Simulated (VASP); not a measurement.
# SiC8 in VASP: single point with PBE+D3(BJ)

Aim: the single point of SiC8 with PBE+D3(BJ).

Program: VASP 6.6.1. These are calculated values, not measurements. Logs are shortened: lines on timing, memory, paths and dates and some standing lists are left out, and cuts for length are marked.

## Step 1: The cell of the first run

The cell holds a slab with vacuum, 9 atoms: a = 4.931 Å, b = 4.931 Å, c = 17.400 Å, α = 90.00°, β = 90.00°, γ = 120.00°.

## Step 2: Single point, PBE+D3(BJ), collinear spin

Contents of INCAR:

```
SYSTEM = SiC8
PREC = Accurate ; ENCUT = 520
EDIFF = 1E-7 ; ISMEAR = 0
SIGMA = 0.1 ; LREAL = .FALSE.
LASPH = .TRUE. ; NELM = 150
ALGO = Normal ; ISIF = 2
LWAVE = .FALSE. ; LCHARG = .TRUE.
ISPIN = 2 ; MAGMOM = 0 0 0 0 0 0 0 0 2
LORBIT = 11 ; LDIPOL = .TRUE.
IDIPOL = 3 ; DIPOL = 0.5 0.5 0.246
GGA = PE ; IVDW = 12
LELF = .TRUE. ; LVHAR = .TRUE.
LVACPOTAV = .TRUE. ; NBANDS = 32
```

Contents of KPOINTS:

```
Automatic mesh
0
G
  6 6 1
  0 0 0
```

Contents of POSCAR:

```
SiC8
1.0
    4.9313048819      0.0000000000      0.0000000000
   -2.4656524409      4.2706353015      0.0000000000
    0.0000000000      0.0000000000     17.4000331942
C Si
8 1
Direct
    0.3333333333      0.1666666667      0.2298865266
    0.3333333333      0.6666666667      0.2298865266
    0.8333333333      0.1666666667      0.2298865266
    0.8333333333      0.6666666667      0.2298865266
    0.1666666667      0.3333333333      0.2298846189
    0.1666666667      0.8333333333      0.2298846189
    0.6666666667      0.3333333333      0.2298846189
    0.6666666667      0.8333333333      0.2298846189
    0.3333333333      0.4166666667      0.3735644134
```

Potentials or basis: VASP PAW PBE potentials, release 64 (C, Si).

Run with:

```bash
cat potpaw_PBE.64/C/POTCAR potpaw_PBE.64/Si/POTCAR > POTCAR
mpirun -np 1 vasp_std > vasp.out
```

OUTCAR:

```text
SYSTEM = SiC8
   PREC = Accurate
   ENCUT = 520
   EDIFF = 1E-7
   ISMEAR = 0
   LREAL = .FALSE.
   LASPH = .TRUE.
   NELM = 150
   ISIF = 2
   ISPIN = 2
   LORBIT = 11
   GGA = PE
   IVDW = 12
 IVDW          = 12

 ion  position               nearest neighbor table
   1  0.333  0.167  0.230-   5 1.42   6 1.42   7 1.42
   2  0.333  0.667  0.230-   6 1.42   5 1.42   8 1.42
   3  0.833  0.167  0.230-   7 1.42   8 1.42   5 1.42
   4  0.833  0.667  0.230-   8 1.42   7 1.42   6 1.42
   5  0.167  0.333  0.230-   1 1.42   2 1.42   3 1.42   9 2.60
   6  0.167  0.833  0.230-   2 1.42   1 1.42   4 1.42
   7  0.667  0.333  0.230-   3 1.42   4 1.42   1 1.42
   8  0.667  0.833  0.230-   4 1.42   3 1.42   2 1.42
   9  0.333  0.417  0.374-   5 2.60

  LATTYP: Found a hexagonal cell.
 ALAT       =     4.9313048819
 C/A-ratio  =     3.5284845717

  Lattice vectors:

 A1 = (   4.9313048819,   0.0000000000,   0.0000000000)
 A2 = (  -2.4656524409,   4.2706353015,   0.0000000000)
 A3 = (   0.0000000000,   0.0000000000,  17.4000331942)

Analysis of symmetry for initial positions (statically):
=====================================================================
 Subroutine PRICEL returns:
 Original cell was already a primitive cell.

 Routine SETGRP: Setting up the symmetry group for a
 hexagonal supercell.

 Subroutine GETGRP returns: Found  2 space group operations
 (whereof  1 operations were pure point group operations)
 out of a pool of 24 trial point group operations.

The static configuration has the point symmetry C_1 .
 The point group associated with its full space group is C_1h.

Analysis of symmetry for dynamics (positions and initial velocities):
=====================================================================
 Subroutine PRICEL returns:
 Original cell was already a primitive cell.

 Routine SETGRP: Setting up the symmetry group for a
 hexagonal supercell.

 Subroutine GETGRP returns: Found  2 space group operations
 (whereof  1 operations were pure point group operations)
 out of a pool of 24 trial point group operations.

The dynamic configuration has the point symmetry C_1 .
 The point group associated with its full space group is C_1h.

Analysis of structural, dynamic, and magnetic symmetry:
=====================================================================
 Subroutine PRICEL returns:
 Original cell was already a primitive cell.

 Routine SETGRP: Setting up the symmetry group for a
 hexagonal supercell.

 Subroutine GETGRP returns: Found  2 space group operations
 (whereof  1 operations were pure point group operations)
 out of a pool of 24 trial point group operations.

The overall configuration has the point symmetry C_1 .
 The point group associated with its full space group is C_1h.

 Subroutine INISYM returns: Found  2 space group operations
 (whereof  1 operations are pure point group operations),
 and found     1 'primitive' translations

----------------------------------------------------------------------------------------

                                     Primitive cell

  volume of cell :     366.4413

  direct lattice vectors                    reciprocal lattice vectors
     4.931304882  0.000000000  0.000000000     0.202786083  0.117078599  0.000000000
    -2.465652441  4.270635301  0.000000000     0.000000000  0.234157199  0.000000000
     0.000000000  0.000000000 17.400033194     0.000000000  0.000000000  0.057471155

  length of vectors
     4.931304882  4.931304882 17.400033194     0.234157199  0.234157199  0.057471155

  position of ions in fractional coordinates (direct lattice)
     0.333333333  0.166666667  0.229886527
     0.333333333  0.666666667  0.229886527
     0.833333333  0.166666667  0.229886527
     0.833333333  0.666666667  0.229886527
     0.166666667  0.333333333  0.229884619
     0.166666667  0.833333333  0.229884619
     0.666666667  0.333333333  0.229884619
     0.666666667  0.833333333  0.229884619
     0.333333333  0.416666667  0.373564413

  ion indices of the primitive-cell ions
   primitive index   ion index
                 1           1
                 2           2
                 3           3
                 4           4
                 5           5
                 6           6
                 7           7
                 8           8
                 9           9

----------------------------------------------------------------------------------------

 KPOINTS: Automatic mesh

Automatic generation of k-mesh.
 Grid dimensions read from file:
 generate k-points for:    6    6    1

 Generating k-lattice:

  Cartesian coordinates                     Fractional coordinates (reciprocal lattice)
     0.033797680  0.019513100  0.000000000     0.166666667  0.000000000  0.000000000
     0.000000000  0.039026200  0.000000000     0.000000000  0.166666667  0.000000000
     0.000000000  0.000000000  0.057471155     0.000000000  0.000000000  1.000000000

  Length of vectors
     0.039026200  0.039026200  0.057471155

  Shift w.r.t. Gamma in fractional coordinates (k-lattice)
     0.000000000  0.000000000  0.000000000

 Subroutine IBZKPT returns following result:
 ===========================================

 Found     13 irreducible k-points:

 Following reciprocal coordinates:
            Coordinates               Weight
  0.000000  0.000000  0.000000      1.000000
  0.166667 -0.000000  0.000000      2.000000
  0.000000  0.166667  0.000000      4.000000
  0.333333 -0.000000  0.000000      2.000000
  0.000000  0.333333  0.000000      4.000000
  0.500000 -0.000000  0.000000      1.000000
  0.000000  0.500000  0.000000      2.000000
  0.166667  0.166667  0.000000      4.000000
 -0.166667  0.333333  0.000000      2.000000
  0.333333  0.166667  0.000000      4.000000
 -0.166667  0.500000  0.000000      4.000000
  0.500000  0.333333  0.000000      4.000000
  0.333333  0.333333  0.000000      2.000000
   k-points           NKPTS =     13   k-points in BZ     NKDIM =     13   number of bands    NBANDS=     32
   number of dos      NEDOS =    301   number of ions     NIONS =      9
   total plane-waves  NPLWV = 224000
   dimension x,y,z NGX =    40 NGY =   40 NGZ =  140
   dimension x,y,z NGXF=    80 NGYF=   80 NGZF=  280
   ions per type =               8   1
   NGX,Y,Z   is equivalent  to a cutoff of  13.48, 13.48, 13.38 a.u.
   NGXF,Y,Z  is equivalent  to a cutoff of  26.97, 26.97, 26.75 a.u.
 SYSTEM =  SiC8
   PREC   = accura    normal or accurate (medium, high low for compatibility)
   ISTART =      0    job   : 0-new  1-cont  2-samecut
   ICHARG =      2    charge: 1-file 2-atom 10-const
   ISPIN  =      2    spin polarized calculation?
   LNONCOLLINEAR =      F non collinear calculations
   LSORBIT =      F    spin-orbit coupling
   LASPH  =      T    aspherical Exc in radial PAW
   ENCUT  =  520.0 eV  38.22 Ry    6.18 a.u.   9.17  9.17 32.35*2*pi/ulx,y,z
   NELM   =    150;   NELMIN=  2; NELMDL= -5     # of ELM steps
   EDIFF  = 0.1E-06   stopping-criterion for ELM
   LREAL  =      F    real-space projection
   EDIFFG = 0.1E-05   stopping-criterion for IOM
   NSW    =      0    number of steps for IOM
   IBRION =     -1    ionic relax: 0-MD 1-quasi-New 2-CG
   NFREE  =      0    steps in history (QN), initial steepest desc. (CG)
   ISIF   =      2    stress and relaxation
   ISYM   =      2    0-nonsym 1-usesym 2-fastsym
   POTIM  = 0.5000    time-step for ionic-motion
   TEBEG  =    0.0;   TEEND  =   0.0 temperature during run
   PSTRESS=    0.0 pullay stress
   NELECT =      36.0000    total number of electrons
   NUPDOWN=      -1.0000    fix difference up-down
   EMIN   =  10.00;   EMAX   =-10.00  energy-range for DOS
   EFERMI =   0.00;   METHOD = LEGACY
   ISMEAR =     0;   SIGMA  =   0.10  broadening in eV -4-tet -1-fermi 0-gaus
   EFERMI_NEDOS =   21; number of points for ismear=-14 and -15
   IALGO  =     38    algorithm
   IMIX   =      4    mixing-type and parameters
     AMIX     =   0.40;   BMIX     =  1.00
     AMIX_MAG =   1.60;   BMIX_MAG =  1.00
  volume/ion in A,a.u.               =      40.72       274.76
  Fermi-wavevector in a.u.,A,eV,Ry     =   0.755395  1.427490  7.763781  0.570622
  Thomas-Fermi vector in A             =   1.853280
   LORBIT       =     11    0 simple, 1 ext, 2 COOP (PROOUT), +10 PAW based schemes
   GGA     = PE    functional components
   LHFCALC =     F    Hartree Fock is set to
   AEXX    =    0.0000 exact exchange contribution
   IVDW    =    12    specifies the selected vdW correction
   LEPSILON=     F    determine dielectric tensor
   LRPA    =     F    only Hartree local field effects (RPA)
 spin polarized calculation
 Gauss-broadening in eV      SIGMA  =   0.10
  energy-cutoff  :      520.00
  volume of cell :      366.44
 maximum number of plane-waves:      9900
 NGX is ok and might be reduce to    40
   NGX = 19   NGY = 19   NGZ = 65

 dipolmoment           0.000000      0.000000     -0.003053 electrons x Angstroem

 number of electron      35.9999997 magnetization       1.8367350

 dipolmoment           0.000000      0.000000      0.021797 electrons x Angstroem

 Free energy of the ion-electron system (eV)
  ---------------------------------------------------
  ext. energy  EPLUGINS =         0.00000000
  ---------------------------------------------------
  free energy    TOTEN  =       -74.96604719 eV

  energy without entropy =      -74.95448649  energy(sigma->0) =      -74.96026684

 E-fermi :  -1.2747     XC(G=0):  -3.3228

 val. band max:       -1.2943748420   @ k =   0.0000   0.5000   0.0000
 cond. band min:      -1.2580405564   @ k =   0.1667  -0.0000   0.0000
 fundamental gap:      0.0363342856
 Fermi energy:        -1.2746946505

 spin component 1

 k-point     1 :       0.0000    0.0000    0.0000
  band No.  band energies     occupation
      1     -21.6861      1.00000
      2     -16.5138      1.00000
      3     -16.4420      1.00000
      4     -16.3389      1.00000
      5     -15.4314      1.00000
      6     -15.3534      1.00000
[... 418 lines left out ...]
     29       4.3889      0.00000
     30       4.9111      0.00000
 Fermi energy:        -1.2746946505

 spin component 2

 k-point     1 :       0.0000    0.0000    0.0000
  band No.  band energies     occupation
      1     -21.6465      1.00000
      2     -16.4831      1.00000
      3     -16.4076      1.00000
      4     -16.2845      1.00000
      5     -15.3901      1.00000
      6     -15.3208      1.00000
[... 418 lines left out ...]
     29       4.7609      0.00000
     30       5.1585      0.00000
 [bands above 30 left out]

------------------------ aborting loop because EDIFF is reached ----------------------------------------

 Edisp (eV)   -1.04727

 E8    (eV) :    -0.3482

  FORCE on cell =-STRESS in cart. coord.  units (eV):
  Direction    XX          YY          ZZ          XY          YZ          ZX
  --------------------------------------------------------------------------------------
  -------------------------------------------------------------------------------------
  Total       1.90933     1.54097    -0.29671     0.31901    -0.33497    -0.58019
  in kB       8.34809     6.73751    -1.29730     1.39480    -1.46459    -2.53674
  external pressure =        4.60 kB  Pullay stress =        0.00 kB

 VOLUME and BASIS-vectors are now :
 -----------------------------------------------------------------------------
  energy-cutoff  :      520.00
  volume of cell :      366.44
      direct lattice vectors                 reciprocal lattice vectors
     4.931304882  0.000000000  0.000000000     0.202786083  0.117078599  0.000000000
    -2.465652441  4.270635301  0.000000000     0.000000000  0.234157199  0.000000000
     0.000000000  0.000000000 17.400033194     0.000000000  0.000000000  0.057471155

 POSITION                                       TOTAL-FORCE (eV/Angst)
 -----------------------------------------------------------------------------------
      1.23283      0.71177      4.00003         0.327935     -0.291218      0.235962
     -0.00000      2.84709      4.00003        -0.088235      0.429609      0.235962
      3.69848      0.71177      4.00003        -0.439007     -0.253461     -0.102349
      2.46565      2.84709      4.00003         0.108674      0.062743     -0.154740
      0.00000      1.42355      4.00000        -0.150736     -0.087027      0.364992
     -1.23283      3.55886      4.00000        -0.173070     -0.099922     -0.172680
      2.46565      1.42355      4.00000         0.367515      0.109969     -0.154775
      1.23283      3.55886      4.00000         0.278994      0.263293     -0.154775
      0.61641      1.77943      6.50003        -0.232070     -0.133986     -0.097597
 -----------------------------------------------------------------------------------
    total drift:                                0.000022      0.000013     -0.000081

  FREE ENERGIE OF THE ION-ELECTRON SYSTEM (eV)
  ---------------------------------------------------
  free  energy   TOTEN  =       -76.0133195036 eV

  energy  without entropy=      -76.0017588033  energy(sigma->0) =      -76.00753915

 vacuum level on the upper side and lower side of the slab         2.413         2.226

 total charge

# of ion       s       p       d       tot
------------------------------------------
    1        0.864   1.783   0.000   2.647
    2        0.864   1.783   0.000   2.647
    3        0.861   1.790   0.000   2.651
    4        0.863   1.783   0.000   2.646
    5        0.864   1.788   0.000   2.652
    6        0.860   1.795   0.000   2.655
    7        0.862   1.789   0.000   2.651
    8        0.862   1.789   0.000   2.651
    9        0.957   0.555   0.000   1.512
--------------------------------------------------
tot          7.857  14.856   0.000  22.713

 magnetization (x)

# of ion       s       p       d       tot
------------------------------------------
    1       -0.000  -0.006   0.000  -0.006
    2       -0.000  -0.006   0.000  -0.006
    3        0.001   0.013   0.000   0.014
    4        0.001   0.009   0.000   0.009
    5        0.000   0.003   0.000   0.003
    6        0.002   0.034   0.000   0.036
    7        0.002   0.030   0.000   0.032
    8        0.002   0.030   0.000   0.032
    9        0.008   0.471   0.000   0.479
--------------------------------------------------
tot          0.017   0.579   0.000   0.596
```

Wall time 6.9 min (1 thread of Intel Xeon 6975P-C (Granite Rapids), shared host); peak memory 0.8 GiB.

Results:

| Property | Result |
| --- | --- |
| Free energy | -76.0133 eV |
| Largest force | 0.517 eV/Å |
| Net moment | 1.84 μB per cell |
| Site moments | C -0.01, +0.01, +0.00, +0.04, +0.03 (each value once); Si +0.48 μB |
| Valence electrons inside the program's atomic spheres | C 2.65; Si 1.51 |
| Dispersion energy per atom | -0.116 eV |

Forces in eV/Å, atoms in the order of the input:
```
C    0.328 -0.291  0.236
C   -0.088  0.430  0.236
C   -0.439 -0.253 -0.102
C    0.109  0.063 -0.155
C   -0.151 -0.087  0.365
C   -0.173 -0.100 -0.173
C    0.368  0.110 -0.155
C    0.279  0.263 -0.155
Si  -0.232 -0.134 -0.098
```

Levels at points of the mesh, in eV from the Fermi level:
Spin up:
```tsv
k point	band 15	band 16	band 17	band 18	band 19	band 20	band 21	band 22	band 23	band 24
(0.00, 0.00, 0.00)	-3.62	-3.55	-3.20	-0.72	-0.07	0.08	1.09	1.12	1.42	2.88
(0.50, 0.00, 0.00)	-5.81	-3.94	-3.71	-1.07	0.04	0.57	1.91	1.98	4.56	4.66
(0.00, 0.50, 0.00)	-5.84	-3.93	-3.70	-1.06	-0.02	0.71	1.85	1.90	4.59	4.67
```
Spin down:
```
           k point  band 14  band 15  band 16  band 17  band 18  band 19  band 20  band 21
(0.00, 0.00, 0.00)    -3.86    -3.46    -3.39    -3.07     0.03     0.51     0.57     1.53
(0.50, 0.00, 0.00)    -5.78    -5.12    -3.78    -3.54     0.35     1.17     1.41     2.17
(0.00, 0.50, 0.00)    -5.82    -5.13    -3.77    -3.51     0.30     1.29     1.55     2.01
```

Caveat: a moment this small can come from the mesh or the smearing.
